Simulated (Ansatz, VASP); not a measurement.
**Two plane-wave programs on Ti**

```
Ti
1.0
     3.09652    0.00000    0.00000
    -1.54826    2.54186    0.00000
     0.00000    0.00000    4.96311
Ti
2
Direct
  0.33333 0.66667 0.25000
  0.66667 0.33333 0.75000
```

Change from the starting cell: normal strain along x +0.0550, normal strain along z +0.0700.

Alike in both runs: task single point; functional r2SCAN; k mesh 18 × 18 × 10; no spin polarisation.

|  | VASP | Ansatz |
| --- | --- | --- |
| version | VASP 6.6.1 | Ansatz 0.2.0 |
| potentials or method | VASP PAW PBE potentials, release 64 (Ti_sv), cutoff 520 eV | scalar-relativistic, plane waves, PAW |
| occupations | methfessel-paxton of order 1, width 0.05 eV | cold, width 0.05 eV |
| valence electrons in the cell | 24 | 24 |

|  | VASP | Ansatz | Ansatz less VASP |
| --- | --- | --- | --- |
| gap on the k mesh at the Fermi level (eV) | none | none | - |
| pressure (GPa) | -11.1 | -11.4 | -0.25 |
| traceless stress, the component that is largest in VASP (GPa) | 4.86 | 4.83 | -0.023 |
| rms of the force components (eV/Å) | 0.081 | 0.080 | -0.0005 |

VASP's potentials were made for PBE, not for r2SCAN. Atom by atom the forces differ by 0.000 eV/Å (rms over components). A gap of «none» marks a metal or a gap that the smearing closes.
